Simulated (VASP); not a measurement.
Input of a VASP 6.6.1 run:

INCAR

```
SYSTEM = Co
PREC = Accurate
ENCUT = 520
EDIFF = 1E-6
ISMEAR = -1
SIGMA = 0.08
LREAL = .False.
LASPH = .True.
NELM = 150
ALGO = Normal
ISIF = 2
LWAVE = .False.
LCHARG = .True.
ISPIN = 2
MAGMOM = 2 2
LORBIT = 11
LMAXMIX = 4
GGA = PE
LELF = .True.
LVHAR = .True.
NBANDS = 20
```

Contents of KPOINTS:

```
regular mesh
0
Gamma
  19 19 10
  0 0 0
```

Contents of POSCAR:

```
Co
1.0
    2.5190008694      0.0000000000      0.0000000000
   -1.2595004347      2.1815187451      0.0000000000
    0.0000000000      0.0000000000      4.0910000000
Co
2
Direct
    0.3333333333      0.6666666667      0.2500000000
    0.6666666667      0.3333333333      0.7500000000
```

Potentials or basis: VASP PAW PBE potentials, release 64 (Co).

Launch:

```sh
$ cat potpaw_PBE.64/Co/POTCAR > POTCAR
$ mpirun -np 1 vasp_std > vasp.out
```

Q: What does it give for the pressure?

A: -7.2 GPa.

Q: Predict the site moments.

A: Co +1.66 μB.

Q: Estimate the net moment.

A: 3.27 μB per cell.

Stress tensor (GPa, compression positive):
```
-6.83  0.00  0.00
 0.00 -6.83  0.00
 0.00  0.00 -7.94
```
